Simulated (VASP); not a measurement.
# NaCl in VASP: notebook, part 2 of 2

VASP 6.6.1.

### Step 4. Single point, PBE

This run uses another cell than the first one, of 27.99 Å³/atom.

INCAR reads:

```
SYSTEM = NaCl
PREC     = Accurate       ! precision mode
ENCUT    = 520            ! plane-wave cutoff, eV
EDIFF    = 1E-6           ! SCF threshold, eV
ISMEAR   = 0              ! smearing method
SIGMA    = 0.01           ! smearing width, eV
LREAL    = .FALSE.        ! projectors in reciprocal space
LASPH    = .TRUE.         ! aspherical terms in the spheres
NELM     = 60             ! most SCF steps
ALGO     = Normal         ! electronic algorithm
ISIF     = 2              ! what is computed and relaxed
LWAVE    = .FALSE.        ! write WAVECAR
LCHARG   = .FALSE.        ! write CHGCAR
GGA      = PE             ! functional
NBANDS   = 22             ! bands
```

KPOINTS reads:

```
Automatic mesh
0
G
  6 6 4
  0 0 0
```

POSCAR reads:

```
NaCl
1.0
    4.7799437453      0.0000000000      0.0000000000
   -2.3899718727      4.1395527121      0.0000000000
    0.0000000000      0.0000000000      5.6580628636
Na Cl
2 2
Direct
    0.3333333333      0.6666666667     -0.0625106965
    0.6666666667      0.3333333333      0.4374893035
    0.3333333333      0.6666666667      0.4375106965
    0.6666666667      0.3333333333      0.9375106965
```

Potentials or basis: VASP PAW PBE potentials, release 64 (Na_pv, Cl).

Launch:

```sh
> cat potpaw_PBE.64/Na_pv/POTCAR potpaw_PBE.64/Cl/POTCAR > POTCAR
> mpirun -np 1 vasp_std > vasp.out
```

OUTCAR:

```text
SYSTEM = NaCl
   PREC = Accurate
   ENCUT = 520
   EDIFF = 1E-6
   ISMEAR = 0
   LREAL = .FALSE.
   LASPH = .TRUE.
   NELM = 60
   ISIF = 2
   GGA = PE

 ion  position               nearest neighbor table
   1  0.333  0.667  0.937-
   2  0.667  0.333  0.437-
   3  0.333  0.667  0.438-
   4  0.667  0.333  0.938-

  LATTYP: Found a hexagonal cell.
 ALAT       =     4.7799437453
 C/A-ratio  =     1.1837090905

  Lattice vectors:

 A1 = (   4.7799437453,   0.0000000000,   0.0000000000)
 A2 = (  -2.3899718727,   4.1395527121,   0.0000000000)
 A3 = (   0.0000000000,   0.0000000000,   5.6580628636)

Analysis of symmetry for initial positions (statically):
=====================================================================
 Subroutine PRICEL returns:
 Original cell was already a primitive cell.

 Routine SETGRP: Setting up the symmetry group for a
 hexagonal supercell.

 Subroutine GETGRP returns: Found 12 space group operations
 (whereof  6 operations were pure point group operations)
 out of a pool of 24 trial point group operations.

The static configuration has the point symmetry C_3v.
 The point group associated with its full space group is C_6v.

Analysis of symmetry for dynamics (positions and initial velocities):
=====================================================================
 Subroutine PRICEL returns:
 Original cell was already a primitive cell.

 Routine SETGRP: Setting up the symmetry group for a
 hexagonal supercell.

 Subroutine GETGRP returns: Found 12 space group operations
 (whereof  6 operations were pure point group operations)
 out of a pool of 24 trial point group operations.

[... 114 lines left out ...]
   EMIN   =  10.00;   EMAX   =-10.00  energy-range for DOS
   EFERMI =   0.00;   METHOD = LEGACY
   ISMEAR =     0;   SIGMA  =   0.01  broadening in eV -4-tet -1-fermi 0-gaus
   EFERMI_NEDOS =   21; number of points for ismear=-14 and -15
   IALGO  =     38    algorithm
   IMIX   =      4    mixing-type and parameters
     AMIX     =   0.40;   BMIX     =  1.00
     AMIX_MAG =   1.60;   BMIX_MAG =  1.00
  volume/ion in A,a.u.               =      27.99       188.88
  Fermi-wavevector in a.u.,A,eV,Ry     =   1.031445  1.949149 14.474957  1.063879
  Thomas-Fermi vector in A             =   2.165594
   LORBIT       =      0    0 simple, 1 ext, 2 COOP (PROOUT), +10 PAW based schemes
   GGA     = PE    functional components
   LHFCALC =     F    Hartree Fock is set to
   AEXX    =    0.0000 exact exchange contribution
   IVDW    =     0    specifies the selected vdW correction
   LEPSILON=     F    determine dielectric tensor
   LRPA    =     F    only Hartree local field effects (RPA)
 non-spin polarized calculation
 Gauss-broadening in eV      SIGMA  =   0.01
  energy-cutoff  :      520.00
  volume of cell :      111.96
 maximum number of plane-waves:      3054
 NGX is ok and might be reduce to    36
   NGX = 17   NGY = 17   NGZ = 21

 number of electron      28.0000009 magnetization

 Free energy of the ion-electron system (eV)
  ---------------------------------------------------
  ext. energy  EPLUGINS =         0.00000000
  ---------------------------------------------------
  free energy    TOTEN  =       -13.43149303 eV

  energy without entropy =      -13.43149303  energy(sigma->0) =      -13.43149303

 E-fermi :  -1.7461     XC(G=0):  -7.0630

 val. band max:       -1.8736383774   @ k =   0.0000   0.0000   0.0000
 cond. band min:       2.8674663686   @ k =   0.0000   0.0000   0.0000
 fundamental gap:      4.7411047460
 Fermi energy:        -1.7460724421

 k-point     1 :       0.0000    0.0000    0.0000
  band No.  band energies     occupation
      1     -22.8161      2.00000
      2     -22.8161      2.00000
      3     -22.8145      2.00000
      4     -22.8095      2.00000
      5     -22.8095      2.00000
      6     -22.7975      2.00000
[... 514 lines left out ...]
     21      10.0752      0.00000
     22      10.0763      0.00000

------------------------ aborting loop because EDIFF is reached ----------------------------------------

  FORCE on cell =-STRESS in cart. coord.  units (eV):
  Direction    XX          YY          ZZ          XY          YZ          ZX
  --------------------------------------------------------------------------------------
  -------------------------------------------------------------------------------------
  Total       -0.0100062     -0.0100062     -0.0235004      0.0000000      0.0000000      0.0000000
  in kB       -0.1431977     -0.1431977     -0.3363122      0.0000000      0.0000000      0.0000000
  external PRESSURE =      -0.2075692 kB  Pullay stress =       0.0000000 kB

 VOLUME and BASIS-vectors are now :
 -----------------------------------------------------------------------------
  energy-cutoff  :      520.00
  volume of cell :      111.96
      direct lattice vectors                 reciprocal lattice vectors
     4.779943745  0.000000000  0.000000000     0.209207483  0.120785997  0.000000000
    -2.389971873  4.139552712  0.000000000     0.000000000  0.241571993  0.000000000
     0.000000000  0.000000000  5.658062864     0.000000000  0.000000000  0.176738934

 POSITION                                       TOTAL-FORCE (eV/Angst)
 -----------------------------------------------------------------------------------
     -0.00000      2.75970      5.30437         0.000000      0.000000     -0.000102
      2.38997      1.37985      2.47534        -0.000000     -0.000000     -0.000102
     -0.00000      2.75970      2.47546         0.000000     -0.000000      0.000102
      2.38997      1.37985      5.30449        -0.000000      0.000000      0.000102
 -----------------------------------------------------------------------------------
    total drift:                               -0.000000      0.000000     -0.000382

  FREE ENERGIE OF THE ION-ELECTRON SYSTEM (eV)
  ---------------------------------------------------
  free  energy   TOTEN  =       -13.4314930320 eV

  energy  without entropy=      -13.4314930320  energy(sigma->0) =      -13.43149303
```

stdout:

```text
POSCAR found type information on POSCAR NaCl
 POSCAR found :  2 types and       4 ions
 scaLAPACK will be used
 LDA part: xc-table for (Slater+PW92), standard interpolation
 POSCAR, INCAR and KPOINTS ok, starting setup
 FFT: planning ... GRIDC
 FFT: planning ... GRID_SOFT
 FFT: planning ... GRID
 WAVECAR not read
 entering main loop
```

Wall time 19 s (1 thread of Intel Xeon 6975P-C (Granite Rapids), shared host); peak memory 0.22 GiB.

Results:

```yaml
Free_energy: -13.4315 eV
Pressure: 0.0 GPa
Band_gap_on_the_k_mesh: 4.74 eV
```

### Step 5. Single point, PBE (28.83 Å³/atom)

This run uses another cell than the first one, of 28.83 Å³/atom.

INCAR reads:

```
SYSTEM = NaCl
ALGO = Normal
EDIFF = 1E-6
ENCUT = 520
GGA = PE
ISIF = 2
ISMEAR = 0
LASPH = .True.
LCHARG = .False.
LREAL = .False.
LWAVE = .False.
NBANDS = 22
NELM = 80
PREC = Accurate
SIGMA = 0.01
```

KPOINTS reads:

```
k-points
0
Gamma
  6 6 4
  0 0 0
```

POSCAR reads:

```
NaCl
1.0
    4.8272729991      0.0000000000      0.0000000000
   -2.4136364995      4.1805410482      0.0000000000
    0.0000000000      0.0000000000      5.7140869315
Na Cl
2 2
Direct
    0.3333333333      0.6666666667     -0.0625106965
    0.6666666667      0.3333333333      0.4374893035
    0.3333333333      0.6666666667      0.4375106965
    0.6666666667      0.3333333333      0.9375106965
```

Launch:

```sh
> cat potpaw_PBE.64/Na_pv/POTCAR potpaw_PBE.64/Cl/POTCAR > POTCAR
> mpirun -np 1 vasp_std > vasp.out
```

It took 19 s on 1 thread of Intel Xeon 6975P-C (Granite Rapids), shared host; peak memory 0.22 GiB.

The run converged. Its results:

```
Free energy            : -13.4263 eV
Pressure               : -0.5 GPa
Band gap on the k mesh : 4.68 eV
```

Stress tensor (GPa, compression positive):
```
-0.52  0.00  0.00
 0.00 -0.52  0.00
 0.00  0.00 -0.60
```

Levels at points of the mesh, in eV from the valence-band top:
| k point | band 10 | band 11 | band 12 | band 13 | band 14 | band 15 | band 16 | band 17 | band 18 | band 19 |
| --- | --- | --- | --- | --- | --- | --- | --- | --- | --- | --- |
| (0.00, 0.00, 0.00) | -0.70 | -0.70 | -0.28 | -0.28 | 0.00 | 4.68 | 7.46 | 9.65 | 9.65 | 10.48 |
| (0.50, 0.00, 0.00) | -0.89 | -0.88 | -0.71 | -0.45 | -0.21 | 7.20 | 7.27 | 8.55 | 8.75 | 9.78 |
| (0.00, 0.00, 0.50) | -0.86 | -0.49 | -0.49 | -0.49 | -0.49 | 6.39 | 6.39 | 9.57 | 9.57 | 9.57 |
| (0.50, 0.00, 0.50) | -1.42 | -0.57 | -0.57 | -0.23 | -0.23 | 7.24 | 7.24 | 9.41 | 9.41 | 10.19 |

### Step 6. Summary

```csv
cell,gap on the mesh (eV),pressure (GPa)
"a = 4.682, b = 4.682, c = 5.543 Å, angles 90.0, 90.0, 120.0°, 4 atoms",4.88,1.3
"a = 4.732, b = 4.732, c = 5.601 Å, angles 90.0, 90.0, 120.0°, 4 atoms",4.81,0.6
"a = 4.780, b = 4.780, c = 5.658 Å, angles 90.0, 90.0, 120.0°, 4 atoms",4.74,0.0
"a = 4.827, b = 4.827, c = 5.714 Å, angles 90.0, 90.0, 120.0°, 4 atoms",4.68,-0.5
```

Alike in all rows: task single point; level PBE; potentials or basis VASP PAW PBE potentials, release 64 (Na_pv, Cl); no spin polarisation; k mesh 6 × 6 × 4; cutoff (eV) 520; smearing gaussian 0.01 eV.

Absolute energies hang on the potentials; compare differences alone.
